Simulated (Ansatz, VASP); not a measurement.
## Zn in VASP and in Ansatz

```xyz
1
Lattice="-1.4995 1.5301 1.5760 1.4995 -1.5301 1.5760 1.4995 1.5301 -1.5760" Properties=species:S:1:pos:R:3 pbc="T T T"
Zn    0.0000    0.0000    0.0000
```

Change from the starting cell: normal strain along x -0.0200, normal strain along z +0.0300.

Alike in both runs: task single point; functional PBEsol; k mesh 20 × 20 × 20; occupations gaussian, width 0.15 eV; no spin polarisation.

|  | VASP | Ansatz |
| --- | --- | --- |
| version | VASP 6.6.1 | Ansatz 0.2.0 |
| potentials or method | VASP PAW PBE potentials, release 64 (Zn), cutoff 520 eV | scalar-relativistic, plane waves, PAW |
| valence electrons in the cell | 12 | 12 |

Ansatz gave:

```
gap on the k mesh at the Fermi level (eV)                     : none
pressure (GPa)                                                : -0.9
traceless stress, the component that is largest in VASP (GPa) : 1.21
```

**Question.** Which values does VASP return?

**Answer.** gap on the k mesh at the Fermi level (eV): none; pressure (GPa): -0.5; traceless stress, the component that is largest in VASP (GPa): 1.19.

VASP's potentials were made for PBE, not for PBEsol. A gap of «none» marks a metal or a gap that the smearing closes. With one functional, cell and mesh, what is left measures potentials, basis and numerics.
